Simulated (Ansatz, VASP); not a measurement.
# One calculation of Ag, two programs

The input INCAR:

```
SYSTEM = Ag
AGGAC = 1.0
AGGAX = 1.0
ALDAC = 0.0
ALDAX = 1.0
ALGO = Normal
EDIFF = 1E-7
ENCUT = 520
GGA = B5
ISIF = 2
ISMEAR = -1
LASPH = .TRUE.
LCHARG = .FALSE.
LREAL = .FALSE.
LWAVE = .FALSE.
NBANDS = 18
NELM = 60
PREC = Accurate
SIGMA = 0.1
```

KPOINTS

```
k-points
0
G
  13 13 7
  0 0 0
```

Contents of POSCAR:

```
Ag
1.0
    2.8995045794      0.0000000000      0.0000000000
   -1.4497522897      2.5110446241      0.0000000000
    0.0000000000      0.0000000000      4.6796192919
Ag
2
Direct
    0.3333333333      0.6666666667      0.2500000000
    0.6666666667      0.3333333333      0.7500000000
```

Input for Ansatz:

```yaml
crystal:
  lattice:
    - [2.8995045794, 0.0, 0.0]
    - [-1.4497522897, 2.5110446241, 0.0]
    - [0.0, 0.0, 4.6796192919]
  atoms:
    - { symbol: Ag, position: [0.3333333333, 0.6666666667, 0.25] }
    - { symbol: Ag, position: [0.6666666667, 0.3333333333, 0.75] }
hamiltonian:
  xc: blyp
  pseudopotentials:
    kind: paw
    azcp:
      Ag: "pseudopotentials/Ag.paw.azcp"
basis:
  ecutwfc: 420
  fft_grid_basis: typed
kpoints:
  mp_grid: { grid: [13, 13, 7], shift: [0, 0, 0] }
magnetization:
  spin_polarized: false
scf:
  occupations: { method: fermi_dirac, width: 0.1 }
  lower_state_search: "off"
output:
  stress: true
```

Alike in both runs: task single point; functional BLYP; k mesh 13 × 13 × 7; occupations fermi-dirac, width 0.1 eV; no spin polarisation.

```csv
,VASP,Ansatz
version,VASP 6.6.1,Ansatz 0.2.0
potentials or method,"VASP PAW PBE potentials, release 64 (Ag), cutoff 520 eV","plane waves (420 eV) with PAW, scalar-relativistic"
valence electrons in the cell,22,38
```

Ansatz gave:

| Item | Value |
| --- | --- |
| pressure (GPa) | 12.4 |
| traceless stress, the component that is largest in VASP (GPa) | 1.97 |

Question: Estimate VASP's values.

Answer: Pressure (GPa): 12.6; traceless stress, the component that is largest in VASP (GPa): 1.97.

VASP's potentials were made for PBE, not for BLYP. VASP's potentials hold 22 valence electrons a cell and Ansatz's 38, so a difference there can come from the potentials and not from the codes.
